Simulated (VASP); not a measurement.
A run of VASP 6.6.1 is set up as follows.

INCAR

```
  PREC = Accurate
  ENCUT = 520
  EDIFF = 1E-8
  ISMEAR = -1
  SIGMA = 0.05
  LREAL = False
  LASPH = True
  NELM = 80
  ALGO = Normal
  ISIF = 2
  LWAVE = False
  LCHARG = False
  GGA = PS
  IBRION = 8
  NSW = 1
```

KPOINTS

```
regular mesh
0
Gamma
  8 8 8
```

POSCAR

```
CdS
1.0
    0.0000000000      2.7532440000      2.7532440000
    2.7532440000      0.0000000000      2.7532440000
    2.7532440000      2.7532440000      0.0000000000
Cd S
1 1
Direct
    0.0000000000      0.0000000000      0.0000000000
    0.5000000000      0.5000000000      0.5000000000
```

Potentials or basis: VASP PAW PBE potentials, release 64 (Cd, S).

Launch:

```console
$ cat potpaw_PBE.64/Cd/POTCAR potpaw_PBE.64/S/POTCAR > POTCAR
$ mpirun -np 1 vasp_std > vasp.out
```

Task: What does it give for the highest phonon frequency at Γ, LO-TO splitting left out?

Result: 108 cm⁻¹.

Phonon frequencies in cm⁻¹ (negative: imaginary):
```
              q point           frequencies
(0.000, 0.000, 0.000)  -1 -1 -1 108 108 108
```

Caveat: the cell wasn't relaxed at this level first, which shifts response properties.
